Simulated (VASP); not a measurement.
A run of VASP 6.6.1:

INCAR

```
SYSTEM = TiSi
PREC     = Accurate       ! precision mode
ENCUT    = 600            ! plane-wave cutoff, eV
EDIFF    = 1E-6           ! SCF threshold, eV
ISMEAR   = -1             ! smearing method
SIGMA    = 0.1            ! smearing width, eV
LREAL    = .False.        ! projectors in reciprocal space
LASPH    = .True.         ! aspherical terms in the spheres
NELM     = 60             ! most SCF steps
ALGO     = Normal         ! electronic algorithm
ISIF     = 3              ! what is computed and relaxed
LWAVE    = .False.        ! write WAVECAR
LCHARG   = .False.        ! write CHGCAR
GGA      = PS             ! functional
IBRION   = 2              ! ionic algorithm
NSW      = 60             ! ionic steps
EDIFFG   = -0.005         ! ionic threshold
PSTRESS  = 400.0
```

Contents of KPOINTS:

```
Automatic mesh
0
Gamma
  12 12 12
  0 0 0
```

POSCAR

```
TiSi
1.0
    0.0000000000      2.4361575304      2.4361575304
    2.4361575304      0.0000000000      2.4361575304
    2.4361575304      2.4361575304      0.0000000000
Ti Si
1 1
Direct
    0.0000000000      0.0000000000      0.0000000000
    0.2500000000      0.2500000000      0.2500000000
```

Potentials or basis: VASP PAW PBE potentials, release 64 (Ti_sv, Si).

Command:

```console
$ cat potpaw_PBE.64/Ti_sv/POTCAR potpaw_PBE.64/Si/POTCAR > POTCAR
$ mpirun -np 1 vasp_std > vasp.out
```

Hardware: 1 thread of Intel(R) Xeon(R) Platinum 8488C (Sapphire Rapids), on a shared host.

Problem. Estimate the wall time of this run.

Solution. Wall time 2.3 min on 1 thread of Intel(R) Xeon(R) Platinum 8488C (Sapphire Rapids), on a shared host, peak memory 0.18 GiB. Counts: scf iterations 106, k points 72, ion steps 18.
